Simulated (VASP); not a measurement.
# Lu3Si in VASP: further runs

Runs on Lu3Si. Level: PBEsol. Tasks: single point.

Program: VASP 6.6.1. These are calculated values, not measurements. Logs are shortened: lines on timing, memory, paths and dates and some standing lists are left out, and cuts for length are marked.

### Step 1. The cell of the first run

It takes space group Pm-3m (No. 221, cubic). The conventional cell has a = 4.502 Å, b = 4.502 Å, c = 4.502 Å, α = 90.00°, β = 90.00°, γ = 90.00°. Within 4.2 Å of Lu (site symmetry 4/mmm) lie 8 Lu at 3.18 Å and 4 Si at 3.18 Å. Within 4.2 Å of Si (site symmetry m-3m) lie 12 Lu at 3.18 Å.

### Step 2. Single point, PBEsol (22.81 Å³/atom)

INCAR

```
PREC = Accurate
ENCUT = 520
EDIFF = 1E-6
ISMEAR = 0
SIGMA = 0.05
LREAL = F
LASPH = T
NELM = 60
ALGO = Fast
ISIF = 2
LWAVE = F
LCHARG = F
GGA = PS
NBANDS = 48
```

KPOINTS

```
Automatic mesh
0
Gamma
  8 8 8
```

POSCAR

```
Lu3Si
1.0
    4.5019047251      0.0000000000      0.0000000000
    0.0000000000      4.5019047251      0.0000000000
    0.0000000000      0.0000000000      4.5019047251
Lu Si
3 1
Direct
    0.0000000000      0.5000000000      0.5000000000
    0.5000000000      0.5000000000      0.0000000000
    0.5000000000      0.0000000000      0.5000000000
    0.0000000000      0.0000000000      0.0000000000
```

Potentials or basis: VASP PAW PBE potentials, release 64 (Lu, Si).

Command:

```
cat potpaw_PBE.64/Lu/POTCAR potpaw_PBE.64/Si/POTCAR > POTCAR
mpirun -np 1 vasp_std > vasp.out
```

OUTCAR:

```text
PREC = Accurate
   ENCUT = 520
   EDIFF = 1E-6
   ISMEAR = 0
   LREAL = F
   LASPH = T
   NELM = 60
   ISIF = 2
   GGA = PS

 ion  position               nearest neighbor table
   1  0.000  0.500  0.500-   2 3.18   3 3.18   4 3.18   2 3.18   4 3.18   3 3.18   4 3.18   4 3.18
                             2 3.18   3 3.18   2 3.18   3 3.18
   2  0.500  0.500  0.000-   1 3.18   3 3.18   4 3.18   1 3.18   3 3.18   3 3.18   4 3.18   3 3.18
                             1 3.18   4 3.18   1 3.18   4 3.18
   3  0.500  0.000  0.500-   1 3.18   2 3.18   4 3.18   2 3.18   4 3.18   1 3.18   2 3.18   2 3.18
                             1 3.18   4 3.18   4 3.18   1 3.18
   4  0.000  0.000  0.000-   1 3.18   2 3.18   3 3.18   1 3.18   3 3.18   1 3.18   2 3.18   1 3.18
                             2 3.18   3 3.18   3 3.18   2 3.18

  LATTYP: Found a simple cubic cell.
 ALAT       =     4.5019047251

  Lattice vectors:

 A1 = (   4.5019047251,   0.0000000000,   0.0000000000)
 A2 = (   0.0000000000,   4.5019047251,   0.0000000000)
 A3 = (   0.0000000000,   0.0000000000,   4.5019047251)

Analysis of symmetry for initial positions (statically):
=====================================================================
 Subroutine PRICEL returns:
 Original cell was already a primitive cell.

 Routine SETGRP: Setting up the symmetry group for a
 simple cubic supercell.

 Subroutine GETGRP returns: Found 48 space group operations
 (whereof 48 operations were pure point group operations)
 out of a pool of 48 trial point group operations.

The static configuration has the point symmetry O_h .

Analysis of symmetry for dynamics (positions and initial velocities):
=====================================================================
 Subroutine PRICEL returns:
 Original cell was already a primitive cell.

 Routine SETGRP: Setting up the symmetry group for a
 simple cubic supercell.

 Subroutine GETGRP returns: Found 48 space group operations
 (whereof 48 operations were pure point group operations)
 out of a pool of 48 trial point group operations.

The dynamic configuration has the point symmetry O_h .

 Subroutine INISYM returns: Found 48 space group operations
 (whereof 48 operations are pure point group operations),
 and found     1 'primitive' translations

----------------------------------------------------------------------------------------

                                     Primitive cell

  volume of cell :      91.2408

  direct lattice vectors                    reciprocal lattice vectors
     4.501904725  0.000000000  0.000000000     0.222128202  0.000000000  0.000000000
     0.000000000  4.501904725  0.000000000     0.000000000  0.222128202  0.000000000
     0.000000000  0.000000000  4.501904725     0.000000000  0.000000000  0.222128202

  length of vectors
     4.501904725  4.501904725  4.501904725     0.222128202  0.222128202  0.222128202

  position of ions in fractional coordinates (direct lattice)
     0.000000000  0.500000000  0.500000000
     0.500000000  0.500000000  0.000000000
     0.500000000  0.000000000  0.500000000
     0.000000000  0.000000000  0.000000000

  ion indices of the primitive-cell ions
   primitive index   ion index
                 1           1
                 2           2
                 3           3
                 4           4

----------------------------------------------------------------------------------------

 KPOINTS: Automatic mesh

Automatic generation of k-mesh.
 Grid dimensions read from file:
 generate k-points for:    8    8    8

 Generating k-lattice:

  Cartesian coordinates                     Fractional coordinates (reciprocal lattice)
     0.027766025  0.000000000  0.000000000     0.125000000  0.000000000  0.000000000
     0.000000000  0.027766025  0.000000000     0.000000000  0.125000000  0.000000000
     0.000000000  0.000000000  0.027766025     0.000000000  0.000000000  0.125000000

  Length of vectors
     0.027766025  0.027766025  0.027766025

  Shift w.r.t. Gamma in fractional coordinates (k-lattice)
     0.000000000  0.000000000  0.000000000

 Subroutine IBZKPT returns following result:
 ===========================================

 Found     35 irreducible k-points:

 Following reciprocal coordinates:
            Coordinates               Weight
  0.000000  0.000000  0.000000      1.000000
  0.125000  0.000000  0.000000      6.000000
  0.250000  0.000000  0.000000      6.000000
  0.375000  0.000000  0.000000      6.000000
  0.500000  0.000000  0.000000      3.000000
  0.125000  0.125000  0.000000     12.000000
[... 16 lines left out ...]
  0.375000  0.375000  0.125000     24.000000
  0.500000  0.375000  0.125000     24.000000
 [... further k-points ...]
   k-points           NKPTS =     35   k-points in BZ     NKDIM =     35   number of bands    NBANDS=     48
   number of dos      NEDOS =    301   number of ions     NIONS =      4
   total plane-waves  NPLWV =  46656
   dimension x,y,z NGX =    36 NGY =   36 NGZ =   36
   dimension x,y,z NGXF=    72 NGYF=   72 NGZF=   72
   ions per type =               3   1
   NGX,Y,Z   is equivalent  to a cutoff of  13.29, 13.29, 13.29 a.u.
   NGXF,Y,Z  is equivalent  to a cutoff of  26.59, 26.59, 26.59 a.u.
 SYSTEM =  unknown system
   PREC   = accura    normal or accurate (medium, high low for compatibility)
   ISTART =      0    job   : 0-new  1-cont  2-samecut
   ICHARG =      2    charge: 1-file 2-atom 10-const
   ISPIN  =      1    spin polarized calculation?
   LNONCOLLINEAR =      F non collinear calculations
   LSORBIT =      F    spin-orbit coupling
   LASPH  =      T    aspherical Exc in radial PAW
   ENCUT  =  520.0 eV  38.22 Ry    6.18 a.u.   8.37  8.37  8.37*2*pi/ulx,y,z
   NELM   =     60;   NELMIN=  2; NELMDL= -5     # of ELM steps
   EDIFF  = 0.1E-05   stopping-criterion for ELM
   LREAL  =      F    real-space projection
   EDIFFG = 0.1E-04   stopping-criterion for IOM
   NSW    =      0    number of steps for IOM
   IBRION =     -1    ionic relax: 0-MD 1-quasi-New 2-CG
   NFREE  =      0    steps in history (QN), initial steepest desc. (CG)
   ISIF   =      2    stress and relaxation
   ISYM   =      2    0-nonsym 1-usesym 2-fastsym
   POTIM  = 0.5000    time-step for ionic-motion
   TEBEG  =    0.0;   TEEND  =   0.0 temperature during run
   PSTRESS=    0.0 pullay stress
   NELECT =      79.0000    total number of electrons
   NUPDOWN=      -1.0000    fix difference up-down
   EMIN   =  10.00;   EMAX   =-10.00  energy-range for DOS
   EFERMI =   0.00;   METHOD = LEGACY
   ISMEAR =     0;   SIGMA  =   0.05  broadening in eV -4-tet -1-fermi 0-gaus
   EFERMI_NEDOS =   21; number of points for ismear=-14 and -15
   IALGO  =     68    algorithm
   IMIX   =      4    mixing-type and parameters
     AMIX     =   0.40;   BMIX     =  1.00
     AMIX_MAG =   1.60;   BMIX_MAG =  1.00
  volume/ion in A,a.u.               =      22.81       153.93
  Fermi-wavevector in a.u.,A,eV,Ry     =   1.560346  2.948626 33.125825  2.434679
  Thomas-Fermi vector in A             =   2.663571
   LORBIT       =      0    0 simple, 1 ext, 2 COOP (PROOUT), +10 PAW based schemes
   GGA     = PS    functional components
   LHFCALC =     F    Hartree Fock is set to
   AEXX    =    0.0000 exact exchange contribution
   IVDW    =     0    specifies the selected vdW correction
   LEPSILON=     F    determine dielectric tensor
   LRPA    =     F    only Hartree local field effects (RPA)
 non-spin polarized calculation
 RMM-DIIS sequential band-by-band and
 Gauss-broadening in eV      SIGMA  =   0.05
  energy-cutoff  :      520.00
  volume of cell :       91.24
 maximum number of plane-waves:      2517
 NGX is ok and might be reduce to    36
   NGX = 17   NGY = 17   NGZ = 17

 number of electron      78.9999991 magnetization

 Free energy of the ion-electron system (eV)
  ---------------------------------------------------
  ext. energy  EPLUGINS =         0.00000000
  ---------------------------------------------------
  free energy    TOTEN  =       -21.78047879 eV

  energy without entropy =      -21.77529749  energy(sigma->0) =      -21.77788814

 E-fermi :   3.8063     XC(G=0): -11.4055

 val. band max:        3.8028748059   @ k =   0.1250   0.1250   0.0000
 cond. band min:       3.8104477086   @ k =   0.2500   0.2500   0.1250
 fundamental gap:      0.0075729026
 Fermi energy:         3.8063283620

 k-point     1 :       0.0000    0.0000    0.0000
  band No.  band energies     occupation
      1     -52.3204      2.00000
      2     -52.2324      2.00000
      3     -52.2324      2.00000
      4     -23.3470      2.00000
      5     -23.3470      2.00000
      6     -23.3470      2.00000
[... 40 lines left out ...]
     47       7.3666      0.00000
     48      10.2795      0.00000

 k-point     2 :       0.1250    0.0000    0.0000
  band No.  band energies     occupation
      1     -52.3174      2.00000
      2     -52.2353      2.00000
      3     -52.2324      2.00000
      4     -23.3317      2.00000
      5     -23.3317      2.00000
      6     -23.3241      2.00000
[... 40 lines left out ...]
     47       7.5532      0.00000
     48       9.3515      0.00000

 k-point     3 :       0.2500    0.0000    0.0000
  band No.  band energies     occupation
      1     -52.3092      2.00000
      2     -52.2436      2.00000
      3     -52.2323      2.00000
      4     -23.2902      2.00000
      5     -23.2902      2.00000
      6     -23.2576      2.00000
[... 40 lines left out ...]
     47       7.8657      0.00000
     48       8.3247      0.00000

 k-point     4 :       0.3750    0.0000    0.0000
  band No.  band energies     occupation
      1     -52.2980      2.00000
      2     -52.2547      2.00000
      3     -52.2322      2.00000
      4     -23.2389      2.00000
      5     -23.2389      2.00000
      6     -23.1546      2.00000
[... 958 lines left out ...]
     47       7.6254      0.00000
     48       7.8899      0.00000

 k-point    23 :       0.3750    0.3750    0.1250
  band No.  band energies     occupation
      1     -52.2785      2.00000
      2     -52.2572      2.00000
      3     -52.2488      2.00000
      4     -23.3610      2.00000
      5     -23.2356      2.00000
      6     -23.0916      2.00000
[... 40 lines left out ...]
     47       7.4764      0.00000
     48       7.9071      0.00000

 k-point    24 :       0.5000    0.3750    0.1250
  band No.  band energies     occupation
      1     -52.2719      2.00000
      2     -52.2615      2.00000
      3     -52.2511      2.00000
      4     -23.3564      2.00000
      5     -23.2688      2.00000
      6     -23.0929      2.00000
[... 40 lines left out ...]
     47       7.3690      0.00000
     48       7.8232      0.00000

 [... further k-points ...]
[... 5 lines left out ...]
  --------------------------------------------------------------------------------------
  -------------------------------------------------------------------------------------
  Total       -1.4298375     -1.4298375     -1.4298375      0.0000000      0.0000000     -0.0000000
  in kB      -25.1077832    -25.1077832    -25.1077832      0.0000000      0.0000000     -0.0000000
  external PRESSURE =     -25.1077832 kB  Pullay stress =       0.0000000 kB

 VOLUME and BASIS-vectors are now :
 -----------------------------------------------------------------------------
  energy-cutoff  :      520.00
  volume of cell :       91.24
      direct lattice vectors                 reciprocal lattice vectors
     4.501904725  0.000000000  0.000000000     0.222128202  0.000000000  0.000000000
     0.000000000  4.501904725  0.000000000     0.000000000  0.222128202  0.000000000
     0.000000000  0.000000000  4.501904725     0.000000000  0.000000000  0.222128202

 POSITION                                       TOTAL-FORCE (eV/Angst)
 -----------------------------------------------------------------------------------
      0.00000      2.25095      2.25095         0.000000      0.000000      0.000000
      2.25095      2.25095      0.00000         0.000000      0.000000      0.000000
      2.25095      0.00000      2.25095         0.000000      0.000000      0.000000
      0.00000      0.00000      0.00000         0.000000      0.000000      0.000000
 -----------------------------------------------------------------------------------
    total drift:                                0.000000      0.000000      0.000000

  FREE ENERGIE OF THE ION-ELECTRON SYSTEM (eV)
  ---------------------------------------------------
  free  energy   TOTEN  =       -21.7804787939 eV

  energy  without entropy=      -21.7752974870  energy(sigma->0) =      -21.77788814
```

It took 13 min on 1 thread of Oxide Virtual Turin-like, shared host; peak memory 0.26 GiB.

What came out:

* Free energy: -21.7805 eV
* Pressure: -2.5 GPa
* Band gap on the k mesh: zero (an odd number of electrons rules out a gap without spin polarisation)

Caveat: the PAW data sets were made with another functional, which shifts forces and pressure a little; spin-orbit coupling is left out, which moves the levels of the heavy elements.

### Step 3. Single point, PBEsol

This run uses another cell than the first one, of 22.59 Å³/atom.

INCAR

```
SYSTEM = Lu3Si
ALGO     = Fast           ! electronic algorithm
EDIFF    = 1E-6           ! SCF threshold, eV
ENCUT    = 520            ! plane-wave cutoff, eV
GGA      = PS             ! functional
ISIF     = 2              ! what is computed and relaxed
ISMEAR   = 0              ! smearing method
LASPH    = .True.         ! aspherical terms in the spheres
LCHARG   = .False.        ! write CHGCAR
LREAL    = .False.        ! projectors in reciprocal space
LWAVE    = .False.        ! write WAVECAR
NBANDS   = 48             ! bands
NELM     = 80             ! most SCF steps
PREC     = Accurate       ! precision mode
SIGMA    = 0.05           ! smearing width, eV
```

KPOINTS

```
k-points
0
Gamma
  8 8 8
  0 0 0
```

POSCAR

```
Lu3Si
1.0
    4.4434318115      0.0000000000      0.0000000000
    0.0000000000      4.5767347658      0.0000000000
    0.0000000000      0.0000000000      4.4434318115
Lu Si
3 1
Direct
    0.0000000000      0.5000000000      0.5000000000
    0.5000000000      0.5000000000      0.0000000000
    0.5000000000      0.0000000000      0.5000000000
    0.0000000000      0.0000000000      0.0000000000
```

Potentials or basis: VASP PAW PBE potentials, release 64 (Lu, Si).

Command:

```
cat potpaw_PBE.64/Lu/POTCAR potpaw_PBE.64/Si/POTCAR > POTCAR
mpirun -np 1 vasp_std > vasp.out
```

Run time: 31 min. Hardware: 1 thread of Oxide Virtual Turin-like, shared host; peak memory 0.37 GiB.

Results (log left out):

* Free energy: -21.7820 eV
* Pressure: -1.7 GPa
* Band gap on the k mesh: zero (an odd number of electrons rules out a gap without spin polarisation)

Stress tensor (GPa, compression positive):
```
-1.09  0.00  0.00
 0.00 -2.81  0.00
 0.00  0.00 -1.09
```

Levels at points of the mesh, in eV from the Fermi level:
| k point | band 36 | band 37 | band 38 | band 39 | band 40 | band 41 | band 42 | band 43 | band 44 | band 45 |
| --- | --- | --- | --- | --- | --- | --- | --- | --- | --- | --- |
| (0.00, 0.00, 0.00) | -1.81 | -1.65 | -0.81 | -0.81 | -0.74 | -0.68 | -0.42 | -0.42 | 2.50 | 3.45 |
| (0.50, 0.00, 0.00) | -1.97 | -1.95 | -1.77 | 0.00 | 0.12 | 1.17 | 1.32 | 1.40 | 1.99 | 2.13 |
| (0.00, 0.50, 0.00) | -2.04 | -1.75 | -1.75 | -0.08 | 0.09 | 1.34 | 1.38 | 1.38 | 1.71 | 2.07 |
| (0.50, 0.50, 0.00) | -3.84 | -2.15 | -1.79 | 0.24 | 0.34 | 0.47 | 1.58 | 1.62 | 1.86 | 3.03 |
| (0.50, 0.00, 0.50) | -3.77 | -2.32 | -1.66 | 0.22 | 0.22 | 0.24 | 1.44 | 1.44 | 2.01 | 2.97 |
| (0.50, 0.50, 0.50) | -2.47 | -2.47 | -1.89 | -1.89 | -1.84 | 1.19 | 1.92 | 1.92 | 2.28 | 3.04 |

Caveat: the PAW data sets were made with another functional, which shifts forces and pressure a little; spin-orbit coupling is left out, which moves the levels of the heavy elements.
